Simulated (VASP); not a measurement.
# SnTe (CsCl type) (Pm-3m) in VASP: further runs

Runs on SnTe (CsCl type). Level: PBE. Tasks: single point.

All numbers are computed with VASP 6.6.1; they aren't measurements. Logs are shortened: lines on timing, memory, paths and dates and some standing lists are left out, and cuts for length are marked.

**1. The cell of the first run**

The structure is cubic, space group Pm-3m (No. 221). The conventional cell has a = 3.186 Å, b = 3.186 Å, c = 3.186 Å, α = 90.00°, β = 90.00°, γ = 90.00°. Within 3.6 Å of Sn (site symmetry m-3m) lie 8 Te at 2.76 Å and 6 Sn at 3.19 Å. Within 3.6 Å of Te (site symmetry m-3m) lie 8 Sn at 2.76 Å and 6 Te at 3.19 Å.

**2. Single point, PBE (volume scaled by 0.55)**

INCAR reads:

```
ALGO = Normal ; EDIFF = 1E-7
ENCUT = 520 ; GGA = PE
ISIF = 2 ; ISMEAR = -1
LASPH = T ; LCHARG = F
LREAL = F ; LWAVE = F
NBANDS = 17 ; NELM = 60
PREC = Accurate ; SIGMA = 0.05
```

KPOINTS reads:

```
k-points
0
Gamma
  13 13 13
```

POSCAR reads:

```
SnTe
1.0
    3.1860250553      0.0000000000      0.0000000000
    0.0000000000      3.1860250553      0.0000000000
    0.0000000000      0.0000000000      3.1860250553
Sn Te
1 1
Direct
    0.0000000000      0.0000000000      0.0000000000
    0.5000000000      0.5000000000      0.5000000000
```

Potentials or basis: VASP PAW PBE potentials, release 64 (Sn_d, Te).

On the command line:

```sh
cat potpaw_PBE.64/Sn_d/POTCAR potpaw_PBE.64/Te/POTCAR > POTCAR
mpirun -np 1 vasp_std > vasp.out
```

OUTCAR:

```text
EDIFF = 1E-7
   ENCUT = 520
   GGA = PE
   ISIF = 2
   ISMEAR = -1
   LASPH = T
   LREAL = F
   NELM = 60
   PREC = Accurate

 ion  position               nearest neighbor table
   1  0.000  0.000  0.000-   2 2.76   2 2.76   2 2.76   2 2.76   2 2.76   2 2.76   2 2.76   2 2.76

   2  0.500  0.500  0.500-   1 2.76   1 2.76   1 2.76   1 2.76   1 2.76   1 2.76   1 2.76   1 2.76

  LATTYP: Found a simple cubic cell.
 ALAT       =     3.1860250553

  Lattice vectors:

 A1 = (   3.1860250553,   0.0000000000,   0.0000000000)
 A2 = (   0.0000000000,   3.1860250553,   0.0000000000)
 A3 = (   0.0000000000,   0.0000000000,   3.1860250553)

Analysis of symmetry for initial positions (statically):
=====================================================================
 Subroutine PRICEL returns:
 Original cell was already a primitive cell.

 Routine SETGRP: Setting up the symmetry group for a
 simple cubic supercell.

 Subroutine GETGRP returns: Found 48 space group operations
 (whereof 48 operations were pure point group operations)
 out of a pool of 48 trial point group operations.

The static configuration has the point symmetry O_h .

Analysis of symmetry for dynamics (positions and initial velocities):
=====================================================================
 Subroutine PRICEL returns:
 Original cell was already a primitive cell.

 Routine SETGRP: Setting up the symmetry group for a
 simple cubic supercell.

 Subroutine GETGRP returns: Found 48 space group operations
 (whereof 48 operations were pure point group operations)
 out of a pool of 48 trial point group operations.

The dynamic configuration has the point symmetry O_h .

 Subroutine INISYM returns: Found 48 space group operations
 (whereof 48 operations are pure point group operations),
 and found     1 'primitive' translations

----------------------------------------------------------------------------------------

                                     Primitive cell

  volume of cell :      32.3406

  direct lattice vectors                    reciprocal lattice vectors
     3.186025055  0.000000000  0.000000000     0.313870727  0.000000000  0.000000000
     0.000000000  3.186025055  0.000000000     0.000000000  0.313870727  0.000000000
     0.000000000  0.000000000  3.186025055     0.000000000  0.000000000  0.313870727

  length of vectors
     3.186025055  3.186025055  3.186025055     0.313870727  0.313870727  0.313870727

  position of ions in fractional coordinates (direct lattice)
     0.000000000  0.000000000  0.000000000
     0.500000000  0.500000000  0.500000000

  ion indices of the primitive-cell ions
   primitive index   ion index
                 1           1
                 2           2

----------------------------------------------------------------------------------------

 KPOINTS: k-points

Automatic generation of k-mesh.
 Grid dimensions read from file:
 generate k-points for:   13   13   13

 Generating k-lattice:

  Cartesian coordinates                     Fractional coordinates (reciprocal lattice)
     0.024143902  0.000000000  0.000000000     0.076923077  0.000000000  0.000000000
     0.000000000  0.024143902  0.000000000     0.000000000  0.076923077  0.000000000
     0.000000000  0.000000000  0.024143902     0.000000000  0.000000000  0.076923077

  Length of vectors
     0.024143902  0.024143902  0.024143902

  Shift w.r.t. Gamma in fractional coordinates (k-lattice)
     0.000000000  0.000000000  0.000000000

 Subroutine IBZKPT returns following result:
 ===========================================

 Found     84 irreducible k-points:

 Following reciprocal coordinates:
            Coordinates               Weight
  0.000000  0.000000  0.000000      1.000000
  0.076923  0.000000  0.000000      6.000000
  0.153846  0.000000  0.000000      6.000000
  0.230769  0.000000  0.000000      6.000000
  0.307692  0.000000  0.000000      6.000000
  0.384615  0.000000  0.000000      6.000000
[... 16 lines left out ...]
  0.307692  0.307692  0.000000     12.000000
  0.384615  0.307692  0.000000     24.000000
 [... further k-points ...]
   k-points           NKPTS =     84   k-points in BZ     NKDIM =     84   number of bands    NBANDS=     17
   number of dos      NEDOS =    301   number of ions     NIONS =      2
   total plane-waves  NPLWV =  13824
   dimension x,y,z NGX =    24 NGY =   24 NGZ =   24
   dimension x,y,z NGXF=    48 NGYF=   48 NGZF=   48
   ions per type =               1   1
   NGX,Y,Z   is equivalent  to a cutoff of  12.52, 12.52, 12.52 a.u.
   NGXF,Y,Z  is equivalent  to a cutoff of  25.05, 25.05, 25.05 a.u.
 SYSTEM =  unknown system
   PREC   = accura    normal or accurate (medium, high low for compatibility)
   ISTART =      0    job   : 0-new  1-cont  2-samecut
   ICHARG =      2    charge: 1-file 2-atom 10-const
   ISPIN  =      1    spin polarized calculation?
   LNONCOLLINEAR =      F non collinear calculations
   LSORBIT =      F    spin-orbit coupling
   LASPH  =      T    aspherical Exc in radial PAW
   ENCUT  =  520.0 eV  38.22 Ry    6.18 a.u.   5.92  5.92  5.92*2*pi/ulx,y,z
   NELM   =     60;   NELMIN=  2; NELMDL= -5     # of ELM steps
   EDIFF  = 0.1E-06   stopping-criterion for ELM
   LREAL  =      F    real-space projection
   EDIFFG = 0.1E-05   stopping-criterion for IOM
   NSW    =      0    number of steps for IOM
   IBRION =     -1    ionic relax: 0-MD 1-quasi-New 2-CG
   NFREE  =      0    steps in history (QN), initial steepest desc. (CG)
   ISIF   =      2    stress and relaxation
   ISYM   =      2    0-nonsym 1-usesym 2-fastsym
   POTIM  = 0.5000    time-step for ionic-motion
   TEBEG  =    0.0;   TEEND  =   0.0 temperature during run
   PSTRESS=    0.0 pullay stress
   NELECT =      20.0000    total number of electrons
   NUPDOWN=      -1.0000    fix difference up-down
   EMIN   =  10.00;   EMAX   =-10.00  energy-range for DOS
   EFERMI =   0.00;   METHOD = LEGACY
   ISMEAR =    -1;   SIGMA  =   0.05  broadening in eV -4-tet -1-fermi 0-gaus
   EFERMI_NEDOS =   21; number of points for ismear=-14 and -15
   IALGO  =     38    algorithm
   IMIX   =      4    mixing-type and parameters
     AMIX     =   0.40;   BMIX     =  1.00
     AMIX_MAG =   1.60;   BMIX_MAG =  1.00
  volume/ion in A,a.u.               =      16.17       109.12
  Fermi-wavevector in a.u.,A,eV,Ry     =   1.394769  2.635731 26.468512  1.945381
  Thomas-Fermi vector in A             =   2.518286
   LORBIT       =      0    0 simple, 1 ext, 2 COOP (PROOUT), +10 PAW based schemes
   GGA     = PE    functional components
   LHFCALC =     F    Hartree Fock is set to
   AEXX    =    0.0000 exact exchange contribution
   IVDW    =     0    specifies the selected vdW correction
   LEPSILON=     F    determine dielectric tensor
   LRPA    =     F    only Hartree local field effects (RPA)
 non-spin polarized calculation
  energy-cutoff  :      520.00
  volume of cell :       32.34
 maximum number of plane-waves:       895
 NGX is ok and might be reduce to    24
   NGX = 11   NGY = 11   NGZ = 11

 number of electron      20.0000014 magnetization

 Free energy of the ion-electron system (eV)
  ---------------------------------------------------
  ext. energy  EPLUGINS =         0.00000000
  ---------------------------------------------------
  free energy    TOTEN  =        -2.26331985 eV

  energy without entropy =       -2.25356499  energy(sigma->0) =       -2.25844242

 E-fermi :  17.1174     XC(G=0): -12.9064

 val. band max:       17.1135995623   @ k =   0.3077   0.3077   0.3077
 cond. band min:      17.1269631050   @ k =   0.4615   0.4615   0.3077
 fundamental gap:      0.0133635427
 Fermi energy:        17.1174259816

 k-point     1 :       0.0000    0.0000    0.0000
  band No.  band energies     occupation
      1      -5.3656      2.00000
      2      -5.3656      2.00000
      3      -5.0836      2.00000
      4      -5.0836      2.00000
      5      -5.0836      2.00000
      6      -1.2859      2.00000
[... 9 lines left out ...]
     16      28.8594      0.00000
     17      28.8594      0.00000

 k-point     2 :       0.0769    0.0000    0.0000
  band No.  band energies     occupation
      1      -5.3646      2.00000
      2      -5.3514      2.00000
      3      -5.0909      2.00000
      4      -5.0909      2.00000
      5      -5.0834      2.00000
      6      -1.1938      2.00000
[... 9 lines left out ...]
     16      28.2076      0.00000
     17      28.7977      0.00000

 k-point     3 :       0.1538    0.0000    0.0000
  band No.  band energies     occupation
      1      -5.3618      2.00000
      2      -5.3123      2.00000
      3      -5.1113      2.00000
      4      -5.1113      2.00000
      5      -5.0831      2.00000
      6      -0.9178      2.00000
[... 9 lines left out ...]
     16      26.9599      0.00000
     17      29.1064      0.00000

 k-point     4 :       0.2308    0.0000    0.0000
  band No.  band energies     occupation
      1      -5.3578      2.00000
      2      -5.2578      2.00000
      3      -5.1398      2.00000
      4      -5.1398      2.00000
      5      -5.0827      2.00000
      6      -0.4607      2.00000
[... 9 lines left out ...]
     16      25.6759      0.00000
     17      29.6761      0.00000
[... 343 lines left out ...]
      1      -5.3278      2.00000
      2      -5.2759      2.00000
      3      -5.1908      2.00000
      4      -5.1207      2.00000
      5      -5.0577      2.00000
      6       2.5542      2.00000
[... 9 lines left out ...]
     16      27.9241      0.00000
     17      29.1438      0.00000

 k-point    23 :       0.3077    0.3077    0.0000
  band No.  band energies     occupation
      1      -5.3246      2.00000
      2      -5.2665      2.00000
      3      -5.1590      2.00000
      4      -5.1421      2.00000
      5      -5.0822      2.00000
      6       1.7035      2.00000
[... 9 lines left out ...]
     16      27.5604      0.00000
     17      28.1260      0.00000

 k-point    24 :       0.3846    0.3077    0.0000
  band No.  band energies     occupation
      1      -5.3654      2.00000
      2      -5.2547      2.00000
      3      -5.1715      2.00000
      4      -5.1436      2.00000
      5      -5.0352      2.00000
      6       2.4929      2.00000
[... 9 lines left out ...]
     16      28.4202      0.00000
     17      28.6344      0.00000

 [... further k-points ...]

------------------------ aborting loop because EDIFF is reached ----------------------------------------

  FORCE on cell =-STRESS in cart. coord.  units (eV):
  Direction    XX          YY          ZZ          XY          YZ          ZX
  --------------------------------------------------------------------------------------
  -------------------------------------------------------------------------------------
  Total       21.1944373     21.1944373     21.1944373     -0.0000000     -0.0000000      0.0000000
  in kB     1049.9893962   1049.9893962   1049.9893962     -0.0000000     -0.0000000      0.0000000
  external PRESSURE =    1049.9893962 kB  Pullay stress =       0.0000000 kB

 VOLUME and BASIS-vectors are now :
 -----------------------------------------------------------------------------
  energy-cutoff  :      520.00
  volume of cell :       32.34
      direct lattice vectors                 reciprocal lattice vectors
     3.186025055  0.000000000  0.000000000     0.313870727  0.000000000  0.000000000
     0.000000000  3.186025055  0.000000000     0.000000000  0.313870727  0.000000000
     0.000000000  0.000000000  3.186025055     0.000000000  0.000000000  0.313870727

 POSITION                                       TOTAL-FORCE (eV/Angst)
 -----------------------------------------------------------------------------------
      0.00000      0.00000      0.00000         0.000000      0.000000      0.000000
      1.59301      1.59301      1.59301         0.000000      0.000000      0.000000
 -----------------------------------------------------------------------------------
    total drift:                               -0.000000      0.000000      0.000000

  FREE ENERGIE OF THE ION-ELECTRON SYSTEM (eV)
  ---------------------------------------------------
  free  energy   TOTEN  =        -2.2633198501 eV

  energy  without entropy=       -2.2535649894  energy(sigma->0) =       -2.25844242
```

It took 24 s on 1 thread of AMD EPYC 7R13 (Zen 3), shared host; peak memory 0.14 GiB.

What came out:

| Property | Result |
| --- | --- |
| Free energy | -2.2633 eV |
| Pressure | 105.0 GPa |
| Band gap on the k mesh | zero (band 10 reaches 20.12 eV, above the bottom of band 11 at 13.27 eV) |

Caveat: spin-orbit coupling is left out, which moves the levels of the heavy elements.

**3. Single point, PBE (volume scaled by 0.55)**

INCAR reads:

```
SYSTEM = SnTe
PREC = Accurate
ENCUT = 520
EDIFF = 1E-6
ISMEAR = -1
SIGMA = 0.05
LREAL = .FALSE.
LASPH = .TRUE.
NELM = 80
ALGO = Normal
ISIF = 2
LWAVE = .FALSE.
LCHARG = .FALSE.
GGA = PE
NBANDS = 17
```

KPOINTS reads:

```
Automatic mesh
0
G
  13 13 13
  0 0 0
```

POSCAR is that of step 2.

Potentials or basis: VASP PAW PBE potentials, release 64 (Sn_d, Te).

On the command line:

```sh
cat potpaw_PBE.64/Sn_d/POTCAR potpaw_PBE.64/Te/POTCAR > POTCAR
mpirun -np 1 vasp_std > vasp.out
```

OUTCAR:

```text
SYSTEM = SnTe
   PREC = Accurate
   ENCUT = 520
   EDIFF = 1E-6
   ISMEAR = -1
   LREAL = .FALSE.
   LASPH = .TRUE.
   NELM = 80
   ISIF = 2
   GGA = PE

 ion  position               nearest neighbor table
   1  0.000  0.000  0.000-   2 2.76   2 2.76   2 2.76   2 2.76   2 2.76   2 2.76   2 2.76   2 2.76

   2  0.500  0.500  0.500-   1 2.76   1 2.76   1 2.76   1 2.76   1 2.76   1 2.76   1 2.76   1 2.76

  LATTYP: Found a simple cubic cell.
 ALAT       =     3.1860250553

[... 668 lines left out ...]

------------------------ aborting loop because EDIFF is reached ----------------------------------------

  FORCE on cell =-STRESS in cart. coord.  units (eV):
  Direction    XX          YY          ZZ          XY          YZ          ZX
  --------------------------------------------------------------------------------------
  -------------------------------------------------------------------------------------
  Total       21.1943229     21.1943229     21.1943229     -0.0000000     -0.0000000     -0.0000000
  in kB     1049.9837292   1049.9837292   1049.9837292     -0.0000000     -0.0000000     -0.0000000
  external PRESSURE =    1049.9837292 kB  Pullay stress =       0.0000000 kB

 VOLUME and BASIS-vectors are now :
 -----------------------------------------------------------------------------
  energy-cutoff  :      520.00
  volume of cell :       32.34
      direct lattice vectors                 reciprocal lattice vectors
     3.186025055  0.000000000  0.000000000     0.313870727  0.000000000  0.000000000
     0.000000000  3.186025055  0.000000000     0.000000000  0.313870727  0.000000000
     0.000000000  0.000000000  3.186025055     0.000000000  0.000000000  0.313870727

 POSITION                                       TOTAL-FORCE (eV/Angst)
 -----------------------------------------------------------------------------------
      0.00000      0.00000      0.00000         0.000000      0.000000      0.000000
      1.59301      1.59301      1.59301         0.000000      0.000000      0.000000
 -----------------------------------------------------------------------------------
    total drift:                               -0.000000      0.000000      0.000000

  FREE ENERGIE OF THE ION-ELECTRON SYSTEM (eV)
  ---------------------------------------------------
  free  energy   TOTEN  =        -2.2633199215 eV

  energy  without entropy=       -2.2535650569  energy(sigma->0) =       -2.25844249
```

OSZICAR:

```text
N       E                     dE             d eps       ncg     rms          rms(c)
DAV:   1     0.132333783008E+03    0.13233E+03   -0.96017E+03  2997   0.171E+03
DAV:   2     0.699941754884E+01   -0.12533E+03   -0.12159E+03  3152   0.368E+02
DAV:   3    -0.216634949109E+01   -0.91658E+01   -0.90049E+01  3507   0.840E+01
DAV:   4    -0.235528792598E+01   -0.18894E+00   -0.18839E+00  3599   0.118E+01
DAV:   5    -0.236031959968E+01   -0.50317E-02   -0.50312E-02  3920   0.197E+00    0.151E+01
DAV:   6    -0.229789775506E+01    0.62422E-01   -0.16746E-02  4235   0.230E+00    0.917E+00
DAV:   7    -0.226365199518E+01    0.34246E-01   -0.13849E-02  4498   0.187E+00    0.219E-01
DAV:   8    -0.226331679576E+01    0.33520E-03   -0.17200E-03  4295   0.635E-01    0.105E-01
DAV:   9    -0.226332610585E+01   -0.93101E-05   -0.10501E-04  3904   0.822E-02    0.331E-02
DAV:  10    -0.226332300233E+01    0.31035E-05   -0.17795E-06  3257   0.114E-02    0.188E-02
DAV:  11    -0.226332025961E+01    0.27427E-05   -0.34451E-07  2098   0.638E-03    0.397E-03
DAV:  12    -0.226331992147E+01    0.33813E-06   -0.54690E-08  1887   0.248E-03
   1 F= -.22633199E+01 E0= -.22584425E+01  d E =-.975486E-02
```

Wall time 23 s (1 thread of AMD EPYC 7R13 (Zen 3), shared host); peak memory 0.14 GiB.

What came out:

```yaml
Free_energy: -2.2633 eV
Pressure: 105.0 GPa
Band_gap_on_the_k_mesh: zero (band 10 reaches 20.12 eV, above the bottom of band 11 at 13.27 eV)
```

Caveat: spin-orbit coupling is left out, which moves the levels of the heavy elements.

**4. Single point, PBE (volume scaled by 0.64)**

INCAR reads:

```
SYSTEM = SnTe
ALGO = Normal
EDIFF = 1E-6
ENCUT = 520
GGA = PE
ISIF = 2
ISMEAR = -1
LASPH = .True.
LCHARG = .False.
LREAL = .False.
LWAVE = .False.
NBANDS = 17
NELM = 80
PREC = Accurate
SIGMA = 0.05
```

KPOINTS reads:

```
k-points
0
Gamma
  13 13 13
  0 0 0
```

POSCAR reads:

```
SnTe
1.0
    3.3511068972      0.0000000000      0.0000000000
    0.0000000000      3.3511068972      0.0000000000
    0.0000000000      0.0000000000      3.3511068972
Sn Te
1 1
Direct
    0.0000000000      0.0000000000      0.0000000000
    0.5000000000      0.5000000000      0.5000000000
```

On the command line:

```sh
cat potpaw_PBE.64/Sn_d/POTCAR potpaw_PBE.64/Te/POTCAR > POTCAR
mpirun -np 1 vasp_std > vasp.out
```

Run time: 32 s. Hardware: 1 thread of AMD EPYC 7R13 (Zen 3), shared host; peak memory 0.16 GiB.

It converged, with:

```yaml
Free_energy: -4.7918 eV
Pressure: 53.9 GPa
Band_gap_on_the_k_mesh: zero (band 10 reaches 16.05 eV, above the bottom of band 11 at 11.01 eV)
```

Levels at points of the mesh, in eV from the Fermi level:
```tsv
k point	band 6	band 7	band 8	band 9	band 10	band 11	band 12	band 13	band 14	band 15
(0.00, 0.00, 0.00)	-16.54	-3.29	-3.16	-3.16	-3.16	2.34	2.34	9.17	9.17	9.17
```

Caveat: spin-orbit coupling is left out, which moves the levels of the heavy elements.

**5. Single point, PBE (volume scaled by 0.72)**

INCAR reads:

```
SYSTEM = SnTe
  ALGO = Normal
  EDIFF = 1E-6
  ENCUT = 520
  GGA = PE
  ISIF = 2
  ISMEAR = -1
  LASPH = .TRUE.
  LCHARG = .TRUE.
  LELF = .TRUE.
  LREAL = .FALSE.
  LVHAR = .TRUE.
  LWAVE = .FALSE.
  NBANDS = 17
  NELM = 100
  PREC = Accurate
  SIGMA = 0.05
```

KPOINTS reads:

```
k-points
0
G
  13 13 13
  0 0 0
```

POSCAR reads:

```
SnTe
1.0
    3.4852916231      0.0000000000      0.0000000000
    0.0000000000      3.4852916231      0.0000000000
    0.0000000000      0.0000000000      3.4852916231
Sn Te
1 1
Direct
    0.0000000000      0.0000000000      0.0000000000
    0.5000000000      0.5000000000      0.5000000000
```

On the command line:

```sh
cat potpaw_PBE.64/Sn_d/POTCAR potpaw_PBE.64/Te/POTCAR > POTCAR
mpirun -np 1 vasp_std > vasp.out
```

Wall time 35 s (1 thread of AMD EPYC 7R13 (Zen 3), shared host); peak memory 0.17 GiB.

The run converged. Its results:

- Free energy: -5.9889 eV
- Pressure: 29.7 GPa
- Band gap on the k mesh: zero (band 10 reaches 13.36 eV, above the bottom of band 11 at 9.48 eV)

Levels at points of the mesh, in eV from the Fermi level:
```tsv
k point	band 8	band 9	band 10	band 11	band 12	band 13
(0.00, 0.00, 0.00)	-2.80	-2.80	-2.80	2.62	2.62	7.93
```

Caveat: spin-orbit coupling is left out, which moves the levels of the heavy elements.

**6. Overview**

| cell | gap on the mesh (eV) | pressure (GPa) |
| --- | --- | --- |
| a = 3.186 Å, 2 atoms | none | 105.0 |
| a = 3.351 Å, 2 atoms | none | 53.9 |
| a = 3.485 Å, 2 atoms | none | 29.7 |

Alike in all rows: task single point; level PBE; potentials or basis VASP PAW PBE potentials, release 64 (Sn_d, Te); no spin polarisation; k mesh 13 × 13 × 13; cutoff (eV) 520; smearing fermi-dirac 0.05 eV.

Caveats: spin-orbit coupling is left out, which moves the levels of the heavy elements.

Total energies depend on the potentials used, so only differences within one code and one set of settings carry meaning.
